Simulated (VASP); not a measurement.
# HPbNO4 (P1) in VASP: notebook

The runs below take HPbNO4 through single point, with PBE, PBEsol, LDA.

Everything below comes from runs of VASP 6.6.1. Logs are shortened: lines on timing, memory, paths and dates and some standing lists are left out, and cuts for length are marked.

## Step 1: The cell of the first run

The typed cell holds 7 atoms: a = 4.232 Å, b = 4.368 Å, c = 6.774 Å, α = 71.95°, β = 72.29°, γ = 62.23°.

## Step 2: Single point, PBE

Contents of INCAR:

```
PREC = Accurate
ENCUT = 520
EDIFF = 1E-6
ISMEAR = -1
SIGMA = 0.05
LREAL = False
LASPH = True
NELM = 80
ALGO = Normal
ISIF = 2
LWAVE = False
LCHARG = False
GGA = PE
NBANDS = 31
```

Contents of KPOINTS:

```
Automatic mesh
0
Gamma
  7 7 5
```

Contents of POSCAR:

```
HPbNO4
1.0
    4.2319123346      0.0000000000      0.0000000000
    2.0351092644      3.8649480258      0.0000000000
    2.0604157593      1.2874704455      6.3229193580
H Pb N O
1 1 1 4
Direct
    0.8914500000      0.6820200000      0.6279600000
    0.1442600000      0.9287200000      0.8835200000
    0.2567000000      0.2886100000      0.3017100000
    0.8310800000      0.6505600000      0.7840500000
    0.3869400000      0.2238000000      0.1129500000
    0.3110400000      0.0357600000      0.4585600000
    0.0772600000      0.6063300000      0.3227500000
```

Potentials or basis: VASP PAW PBE potentials, release 64 (H, Pb_d, N, O).

The run is started by

```
$ cat potpaw_PBE.64/H/POTCAR potpaw_PBE.64/Pb_d/POTCAR potpaw_PBE.64/N/POTCAR potpaw_PBE.64/O/POTCAR > POTCAR
$ mpirun -np 1 vasp_std > vasp.out
```

OUTCAR:

```text
PREC = Accurate
   ENCUT = 520
   EDIFF = 1E-6
   ISMEAR = -1
   LREAL = False
   LASPH = True
   NELM = 80
   ISIF = 2
   GGA = PE

 ion  position               nearest neighbor table
   1  0.891  0.682  0.628-   4 0.99
   2  0.144  0.929  0.884-   4 2.50   4 2.53   6 2.69   4 2.74   5 2.83   7 2.86   5 2.93   5 2.95

   3  0.257  0.289  0.302-   6 1.26   7 1.26   5 1.29
   4  0.831  0.651  0.784-   1 0.99   2 2.50   2 2.53   2 2.74
   5  0.387  0.224  0.113-   3 1.29   2 2.83   2 2.93   2 2.95
   6  0.311  0.036  0.459-   3 1.26   2 2.69
   7  0.077  0.606  0.323-   3 1.26   2 2.86

  LATTYP: Found a triclinic cell.
 ALAT       =     6.7736402663
 B/A-ratio  =     1.0080441743
 C/A-ratio  =     0.6247618959
 COS(alpha) =     0.0037062124
 COS(beta)  =     0.3041814561
 COS(gamma) =     0.7937730465

  Lattice vectors:

 A1 = (   2.0604157593,   1.2874704455,   6.3229193580)
 A2 = (   0.0253064949,  -2.5774775803,   6.3229193580)
 A3 = (   4.2319123346,   0.0000000000,   0.0000000000)

Analysis of symmetry for initial positions (statically):
=====================================================================
 Subroutine PRICEL returns:
 Original cell was already a primitive cell.

 Routine SETGRP: Setting up the symmetry group for a
 triclinic supercell.

 Subroutine GETGRP returns: Found  1 space group operations
 (whereof  1 operations were pure point group operations)
 out of a pool of  2 trial point group operations.

The static configuration has the point symmetry C_1 .

Analysis of symmetry for dynamics (positions and initial velocities):
=====================================================================
 Subroutine PRICEL returns:
 Original cell was already a primitive cell.

 Routine SETGRP: Setting up the symmetry group for a
 triclinic supercell.

 Subroutine GETGRP returns: Found  1 space group operations
 (whereof  1 operations were pure point group operations)
 out of a pool of  2 trial point group operations.

The dynamic configuration has the point symmetry C_1 .

 Subroutine INISYM returns: Found  1 space group operations
 (whereof  1 operations are pure point group operations),
 and found     1 'primitive' translations

----------------------------------------------------------------------------------------

                                     Primitive cell

  volume of cell :     103.4184

  direct lattice vectors                    reciprocal lattice vectors
     4.231912335  0.000000000  0.000000000     0.236299791 -0.124424932 -0.051666386
     2.035109264  3.864948026  0.000000000     0.000000000  0.258735691 -0.052683664
     2.060415759  1.287470445  6.322919358     0.000000000  0.000000000  0.158154793

  length of vectors
     4.231912335  4.368007894  6.773640266     0.272008401  0.264044933  0.158154793

  position of ions in fractional coordinates (direct lattice)
     0.891450000  0.682020000  0.627960000
     0.144260000  0.928720000  0.883520000
     0.256700000  0.288610000  0.301710000
     0.831080000  0.650560000  0.784050000
     0.386940000  0.223800000  0.112950000
     0.311040000  0.035760000  0.458560000
     0.077260000  0.606330000  0.322750000

  ion indices of the primitive-cell ions
   primitive index   ion index
                 1           1
                 2           2
                 3           3
                 4           4
                 5           5
                 6           6
                 7           7

----------------------------------------------------------------------------------------

 KPOINTS: Automatic mesh

Automatic generation of k-mesh.
 Grid dimensions read from file:
 generate k-points for:    7    7    5

 Generating k-lattice:

  Cartesian coordinates                     Fractional coordinates (reciprocal lattice)
     0.033757113 -0.017774990 -0.007380912     0.142857143  0.000000000  0.000000000
     0.000000000  0.036962242 -0.007526238     0.000000000  0.142857143  0.000000000
     0.000000000  0.000000000  0.031630959     0.000000000  0.000000000  0.200000000

  Length of vectors
     0.038858343  0.037720705  0.031630959

  Shift w.r.t. Gamma in fractional coordinates (k-lattice)
     0.000000000  0.000000000  0.000000000

 Subroutine IBZKPT returns following result:
 ===========================================

 Found    123 irreducible k-points:

 Following reciprocal coordinates:
            Coordinates               Weight
  0.000000  0.000000  0.000000      1.000000
  0.142857  0.000000  0.000000      2.000000
  0.285714  0.000000 -0.000000      2.000000
  0.428571  0.000000  0.000000      2.000000
  0.000000  0.142857  0.000000      2.000000
  0.142857  0.142857  0.000000      2.000000
[... 16 lines left out ...]
 -0.428571  0.428571  0.000000      2.000000
 -0.285714  0.428571  0.000000      2.000000
 [... further k-points ...]
   k-points           NKPTS =    123   k-points in BZ     NKDIM =    123   number of bands    NBANDS=     31
   number of dos      NEDOS =    301   number of ions     NIONS =      7
   total plane-waves  NPLWV =  51200
   dimension x,y,z NGX =    32 NGY =   32 NGZ =   50
   dimension x,y,z NGXF=    64 NGYF=   64 NGZF=  100
   ions per type =               1   1   1   4
   NGX,Y,Z   is equivalent  to a cutoff of  12.57, 12.18, 12.27 a.u.
   NGXF,Y,Z  is equivalent  to a cutoff of  25.14, 24.36, 24.54 a.u.
 SYSTEM =  unknown system
   PREC   = accura    normal or accurate (medium, high low for compatibility)
   ISTART =      0    job   : 0-new  1-cont  2-samecut
   ICHARG =      2    charge: 1-file 2-atom 10-const
   ISPIN  =      1    spin polarized calculation?
   LNONCOLLINEAR =      F non collinear calculations
   LSORBIT =      F    spin-orbit coupling
   LASPH  =      T    aspherical Exc in radial PAW
   ENCUT  =  520.0 eV  38.22 Ry    6.18 a.u.   7.87  8.12 12.59*2*pi/ulx,y,z
   NELM   =     80;   NELMIN=  2; NELMDL= -5     # of ELM steps
   EDIFF  = 0.1E-05   stopping-criterion for ELM
   LREAL  =      F    real-space projection
   EDIFFG = 0.1E-04   stopping-criterion for IOM
   NSW    =      0    number of steps for IOM
   IBRION =     -1    ionic relax: 0-MD 1-quasi-New 2-CG
   NFREE  =      0    steps in history (QN), initial steepest desc. (CG)
   ISIF   =      2    stress and relaxation
   ISYM   =      2    0-nonsym 1-usesym 2-fastsym
   POTIM  = 0.5000    time-step for ionic-motion
   TEBEG  =    0.0;   TEEND  =   0.0 temperature during run
   PSTRESS=    0.0 pullay stress
   NELECT =      44.0000    total number of electrons
   NUPDOWN=      -1.0000    fix difference up-down
   EMIN   =  10.00;   EMAX   =-10.00  energy-range for DOS
   EFERMI =   0.00;   METHOD = LEGACY
   ISMEAR =    -1;   SIGMA  =   0.05  broadening in eV -4-tet -1-fermi 0-gaus
   EFERMI_NEDOS =   21; number of points for ismear=-14 and -15
   IALGO  =     38    algorithm
   IMIX   =      4    mixing-type and parameters
     AMIX     =   0.40;   BMIX     =  1.00
     AMIX_MAG =   1.60;   BMIX_MAG =  1.00
  volume/ion in A,a.u.               =      14.77        99.70
  Fermi-wavevector in a.u.,A,eV,Ry     =   1.231288  2.326797 20.627395  1.516071
  Thomas-Fermi vector in A             =   2.366104
   LORBIT       =      0    0 simple, 1 ext, 2 COOP (PROOUT), +10 PAW based schemes
   GGA     = PE    functional components
   LHFCALC =     F    Hartree Fock is set to
   AEXX    =    0.0000 exact exchange contribution
   IVDW    =     0    specifies the selected vdW correction
   LEPSILON=     F    determine dielectric tensor
   LRPA    =     F    only Hartree local field effects (RPA)
 non-spin polarized calculation
  energy-cutoff  :      520.00
  volume of cell :      103.42
 maximum number of plane-waves:      2803
   NGX = 15   NGY = 17   NGZ = 25

 number of electron      43.9999997 magnetization

 Free energy of the ion-electron system (eV)
  ---------------------------------------------------
  ext. energy  EPLUGINS =         0.00000000
  ---------------------------------------------------
  free energy    TOTEN  =       -40.42728326 eV

  energy without entropy =      -40.42728326  energy(sigma->0) =      -40.42728326

 E-fermi :   1.8406     XC(G=0):  -8.5298

 val. band max:        0.7327257667   @ k =  -0.2857   0.2857   0.4000
 cond. band min:       3.5059157325   @ k =  -0.2857   0.4286   0.4000
 fundamental gap:      2.7731899658
 Fermi energy:         1.8405996237

 k-point     1 :       0.0000    0.0000    0.0000
  band No.  band energies     occupation
      1     -24.9634      2.00000
      2     -19.6316      2.00000
      3     -19.3083      2.00000
      4     -16.8240      2.00000
      5     -14.6447      2.00000
      6     -14.6244      2.00000
[... 23 lines left out ...]
     30      12.1560      0.00000
     31      12.7850      0.00000

 k-point     2 :       0.1429    0.0000    0.0000
  band No.  band energies     occupation
      1     -24.9586      2.00000
      2     -19.6400      2.00000
      3     -19.3107      2.00000
      4     -16.8211      2.00000
      5     -14.6480      2.00000
      6     -14.6393      2.00000
[... 23 lines left out ...]
     30      11.7589      0.00000
     31      12.2353      0.00000

 k-point     3 :       0.2857    0.0000   -0.0000
  band No.  band energies     occupation
      1     -24.9475      2.00000
      2     -19.6597      2.00000
      3     -19.3148      2.00000
      4     -16.8160      2.00000
      5     -14.6542      2.00000
      6     -14.6420      2.00000
[... 703 lines left out ...]
     30      11.6755      0.00000
     31      12.1270      0.00000

 k-point    24 :      -0.2857    0.4286    0.0000
  band No.  band energies     occupation
      1     -24.9259      2.00000
      2     -19.7147      2.00000
      3     -19.3220      2.00000
      4     -16.8128      2.00000
      5     -14.6517      2.00000
      6     -14.6381      2.00000
[... 23 lines left out ...]
     30      10.9082      0.00000
     31      12.0378      0.00000

 [... further k-points ...]

------------------------ aborting loop because EDIFF is reached ----------------------------------------

  FORCE on cell =-STRESS in cart. coord.  units (eV):
  Direction    XX          YY          ZZ          XY          YZ          ZX
  --------------------------------------------------------------------------------------
  -------------------------------------------------------------------------------------
  Total       -0.5713671     -0.8342746     -1.0294674      0.0363377     -0.0303091      0.0035418
  in kB       -8.8517240    -12.9247355    -15.9486972      0.5629509     -0.4695537      0.0548702
  external PRESSURE =     -12.5750522 kB  Pullay stress =       0.0000000 kB

 VOLUME and BASIS-vectors are now :
 -----------------------------------------------------------------------------
  energy-cutoff  :      520.00
  volume of cell :      103.42
      direct lattice vectors                 reciprocal lattice vectors
     4.231912335  0.000000000  0.000000000     0.236299791 -0.124424932 -0.051666386
     2.035109264  3.864948026  0.000000000     0.000000000  0.258735691 -0.052683664
     2.060415759  1.287470445  6.322919358     0.000000000  0.000000000  0.158154793

 POSITION                                       TOTAL-FORCE (eV/Angst)
 -----------------------------------------------------------------------------------
      6.45438      3.44445      3.97054         0.000116      0.015199      0.175888
      4.32096      4.72696      5.58643        -0.003105     -0.037376     -0.023140
      2.29533      1.50391      1.90769        -0.001251     -0.023702     -0.019278
      6.45649      3.52382      4.95748         0.004822      0.007766     -0.137329
      2.32568      1.01040      0.71417        -0.005289      0.070665      0.113068
      2.33389      0.72859      2.89944        -0.003836      0.084334     -0.075280
      2.22590      2.75897      2.04072         0.008544     -0.116886     -0.033929
 -----------------------------------------------------------------------------------
    total drift:                               -0.000390     -0.000195     -0.001057

  FREE ENERGIE OF THE ION-ELECTRON SYSTEM (eV)
  ---------------------------------------------------
  free  energy   TOTEN  =       -40.4272832567 eV

  energy  without entropy=      -40.4272832567  energy(sigma->0) =      -40.42728326
```

It took 4.2 min on 1 thread of Intel Xeon Platinum 8488C (Sapphire Rapids), shared host; peak memory 0.47 GiB.

What came out:

- Free energy: -40.4273 eV
- Pressure: -1.3 GPa
- Largest force: 0.177 eV/Å
- Band gap on the k mesh: 2.77 eV (least direct gap 2.80 eV)

Forces on the atoms (eV/Å):
```
H    0.000  0.015  0.176
Pb  -0.003 -0.037 -0.023
N   -0.001 -0.024 -0.019
O    0.005  0.008 -0.137
O   -0.005  0.071  0.113
O   -0.004  0.084 -0.075
O    0.009 -0.117 -0.034
```

Caveat: the standard files for N, O and F lose accuracy on very short bonds; spin-orbit coupling is left out, which moves the levels of the heavy elements. A k mesh can miss the band edges.

## Step 3: Single point, PBE

This run uses another cell than the first one, of 15.06 Å³/atom.

Contents of INCAR:

```
ALGO = Normal
EDIFF = 1E-7
ENCUT = 520
GGA = PE
ISIF = 2
ISMEAR = -1
LASPH = True
LCHARG = False
LREAL = False
LWAVE = False
NBANDS = 31
NELM = 80
PREC = Accurate
SIGMA = 0.05
```

Contents of KPOINTS:

```
k-points
0
Gamma
  7 7 5
```

POSCAR, as its differences from that of step 2:

```diff
@@ -2,5 +2,5 @@
 1.0
-    4.2319123346      0.0000000000      0.0000000000
-    2.0351092644      3.8649480258      0.0000000000
-    2.0604157593      1.2874704455      6.3229193580
+    4.2593930548      0.0000000000      0.0000000000
+    2.0483246299      3.8900457942      0.0000000000
+    2.0737954573      1.2958308775      6.3639784264
 H Pb N O
```

Potentials or basis: VASP PAW PBE potentials, release 64 (H, Pb_d, N, O).

The run is started by

```
$ cat potpaw_PBE.64/H/POTCAR potpaw_PBE.64/Pb_d/POTCAR potpaw_PBE.64/N/POTCAR potpaw_PBE.64/O/POTCAR > POTCAR
$ mpirun -np 1 vasp_std > vasp.out
```

Run time: 5.3 min. Hardware: 1 thread of Intel Xeon Platinum 8488C (Sapphire Rapids), shared host; peak memory 0.5 GiB.

Results (log left out):

```
Free energy            : -40.4037 eV
Pressure               : -2.9 GPa
Largest force          : 0.621 eV/Å
Band gap on the k mesh : 2.76 eV (least direct gap 2.78 eV)
```

Forces on the atoms (eV/Å):
```
H    0.001  0.038  0.443
Pb  -0.007 -0.079 -0.046
N   -0.004 -0.002  0.040
O    0.009  0.009 -0.357
O   -0.017  0.249  0.488
O   -0.019  0.396 -0.462
O    0.037 -0.611 -0.105
```

Stress tensor (GPa, compression positive):
```
-1.48  0.13  0.00
 0.13 -3.33 -0.01
 0.00 -0.01 -3.95
```

Levels at points of the mesh, in eV from the valence-band top:
```
           k point  band 20  band 21  band 22  band 23  band 24  band 25
(0.00, 0.00, 0.00)    -1.43    -1.23    -0.64     3.46     4.25     5.35
```

Caveat: spin-orbit coupling is left out, which moves the levels of the heavy elements.

## Step 4: Single point, PBEsol

This run uses another cell than the first one, of 13.56 Å³/atom.

Contents of INCAR:

```
PREC = Accurate
ENCUT = 1340
EDIFF = 1E-6
ISMEAR = -1
SIGMA = 0.05
LREAL = F
LASPH = T
NELM = 120
ALGO = Normal
ISIF = 2
LWAVE = F
LCHARG = F
GGA = PS
NBANDS = 31
GGA_COMPAT = F
```

Contents of KPOINTS:

```
regular mesh
0
Gamma
  5 5 3
```

Contents of POSCAR:

```
HPbNO4
1.0
    4.1408323736      0.0272117790      0.0037135939
    2.0161614331      3.7202464285     -0.0201447492
    2.0298982390      1.2122801520      6.1765418400
H Pb N O
1 1 1 4
Direct
    0.8988002658      0.6788555556      0.6196908115
    0.1391188167      0.9389996326      0.8829027018
    0.2554050887      0.2869993806      0.3048969383
    0.8337844137      0.6509530812      0.7794456469
    0.3872792981      0.2156428018      0.1144259680
    0.3068216918      0.0295806119      0.4631429667
    0.0775204253      0.6147689364      0.3269949668
```

Potentials or basis: VASP PAW PBE potentials, release 64 (H_h, Pb_d, N_h, O_h).

The run is started by

```
$ cat potpaw_PBE.64/H_h/POTCAR potpaw_PBE.64/Pb_d/POTCAR potpaw_PBE.64/N_h/POTCAR potpaw_PBE.64/O_h/POTCAR > POTCAR
$ mpirun -np 1 vasp_std > vasp.out
```

Wall time 9.3 min (1 thread of Intel Xeon Platinum 8259CL at 2.50GHz (Skylake/Cascade Lake), shared host); peak memory 0.76 GiB.

Results (log left out):

| Item | Value |
| --- | --- |
| Free energy | -42.5488 eV |
| Pressure | 0.0 GPa |
| Largest force | 0.092 eV/Å |
| Band gap on the k mesh | 2.70 eV |

Forces in eV/Å, atoms in the order of the input:
```
H    0.001 -0.002 -0.028
Pb   0.002  0.004  0.006
N   -0.002 -0.002 -0.010
O   -0.001 -0.001  0.023
O    0.003 -0.031 -0.067
O    0.003 -0.059  0.069
O   -0.006  0.091  0.006
```

Stress tensor (GPa, compression positive):
```
-0.20  0.02  0.02
 0.02  0.03 -0.01
 0.02 -0.01  0.06
```

Levels at points of the mesh, in eV from the valence-band top:
| k point | band 18 | band 19 | band 20 | band 21 | band 22 | band 23 | band 24 | band 25 | band 26 | band 27 |
| --- | --- | --- | --- | --- | --- | --- | --- | --- | --- | --- |
| (0.00, 0.00, 0.00) | -2.31 | -2.19 | -1.66 | -1.58 | -0.90 | 3.54 | 4.31 | 5.68 | 6.32 | 6.42 |

Caveat: the PAW data sets were made with another functional, which shifts forces and pressure a little; spin-orbit coupling is left out, which moves the levels of the heavy elements.

(Continued in part 2 of 2.)
